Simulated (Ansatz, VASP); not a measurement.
## One calculation of ZnCu, two programs

Contents of INCAR:

```
SYSTEM = ZnCu
  PREC = Accurate
  ENCUT = 520
  EDIFF = 1E-6
  ISMEAR = 0
  SIGMA = 0.05
  LREAL = .False.
  LASPH = .True.
  NELM = 80
  ALGO = Fast
  ISIF = 2
  LWAVE = .False.
  LCHARG = .True.
  GGA = PE
  LELF = .True.
  LVHAR = .True.
  NBANDS = 18
```

KPOINTS

```
regular mesh
0
Gamma
  14 14 8
  0 0 0
```

Contents of POSCAR:

```
ZnCu
1.0
    1.4880390000     -2.1212790000      0.0000000000
    1.4880390000      2.1212790000      0.0000000000
    0.0000000000      0.0000000000      4.1407460000
Zn Cu
1 1
Direct
    0.5000000000      0.5000000000      0.5000000000
    0.0203103902      0.0096422699      0.0002785921
```

Input for Ansatz:

```yaml
crystal:
  lattice:
    - [1.488039, -2.121279, 0.0]
    - [1.488039, 2.121279, 0.0]
    - [0.0, 0.0, 4.140746]
  atoms:
    - { symbol: Zn, position: [0.5, 0.5, 0.5] }
    - { symbol: Cu, position: [0.0203103902, 0.0096422699, 0.0002785921] }
basis:
  ecutwfc: 420
  fft_grid_basis: typed
kpoints:
  mp_grid: { grid: [14, 14, 8] }
hamiltonian:
  xc: pbe
scf:
  occupations: { method: gaussian, width: 0.05 }
output:
  forces: true
  stress: true
  eigenvalues: true
  bader: true
  write_density: true
  volumetric_format: npy
```

Alike in both runs: task single point; functional PBE; k mesh 14 × 14 × 8; occupations gaussian, width 0.05 eV; no spin polarisation.

|  | VASP | Ansatz |
| --- | --- | --- |
| version | VASP 6.6.1 | Ansatz 0.2.0 |
| potentials or method | VASP PAW PBE potentials, release 64 (Zn, Cu), cutoff 520 eV | scalar-relativistic, plane waves, PAW |
| valence electrons in the cell | 23 | 31 |

|  | VASP | Ansatz | Ansatz less VASP |
| --- | --- | --- | --- |
| gap on the k mesh at the Fermi level (eV) | none | none | - |
| pressure (GPa) | 0.6 | 0.2 | -0.38 |
| traceless stress, the component that is largest in VASP (GPa) | 1.05 | 1.06 | +0.019 |
| rms of the force components (eV/Å) | 0.077 | 0.076 | -0.0009 |

Atom by atom the forces differ by 0.001 eV/Å (rms over components). A gap of «none» marks a metal or a gap that the smearing closes. With one functional, cell and mesh, what is left measures potentials, basis and numerics. VASP's potentials hold 23 valence electrons a cell and Ansatz's 31, so a difference there can come from the potentials and not from the codes.
